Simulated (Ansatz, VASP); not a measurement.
Na: VASP beside Ansatz

The input INCAR:

```
SYSTEM = Na
PREC = Accurate ; ENCUT = 520
EDIFF = 1E-6 ; ISMEAR = 0
SIGMA = 0.15 ; LREAL = .False.
LASPH = .True. ; NELM = 60
ALGO = Normal ; ISIF = 2
LWAVE = .False. ; LCHARG = .False.
GGA = PS ; NBANDS = 10
```

The input KPOINTS:

```
regular mesh
0
Gamma
  16 16 16
  0 0 0
```

The input POSCAR:

```
Na
1.0
   -2.1175000000      2.1175000000      2.1810250000
    2.1175000000     -2.1175000000      2.1810250000
    2.1175000000      2.1175000000     -2.1810250000
Na
1
Direct
    0.0000000000      0.0000000000      0.0000000000
```

Input for Ansatz:

```yaml
crystal:
  lattice:
    - [-2.1175, 2.1175, 2.181025]
    - [2.1175, -2.1175, 2.181025]
    - [2.1175, 2.1175, -2.181025]
  atoms:
    - { symbol: Na, position: [0.0, 0.0, 0.0] }
basis:
  ecutwfc: 420
kpoints:
  mp_grid: { grid: [16, 16, 16] }
hamiltonian:
  xc: pbesol
scf:
  occupations: { method: gaussian, width: 0.15 }
output:
  forces: true
  stress: true
  eigenvalues: true
```

Change from the starting cell: strain +0.000 along x and y, +0.030 along z, atoms carried along.

Alike in both runs: task single point; functional PBEsol; k mesh 16 × 16 × 16; occupations gaussian, width 0.15 eV; no spin polarisation.

|  | VASP | Ansatz |
| --- | --- | --- |
| version | VASP 6.6.1 | Ansatz 0.2.0 |
| potentials or method | VASP PAW PBE potentials, release 64 (Na_pv), cutoff 520 eV | scalar-relativistic, plane waves, PAW |
| valence electrons in the cell | 7 | 9 |

|  | VASP | Ansatz | Ansatz less VASP |
| --- | --- | --- | --- |
| gap on the k mesh at the Fermi level (eV) | none | none | - |
| pressure (GPa) | -0.5 | -0.5 | +0.02 |

VASP's potentials were made for PBE, not for PBEsol. A gap of «none» marks a metal or a gap that the smearing closes. VASP's potentials hold 7 valence electrons a cell and Ansatz's 9, so a difference there can come from the potentials and not from the codes.
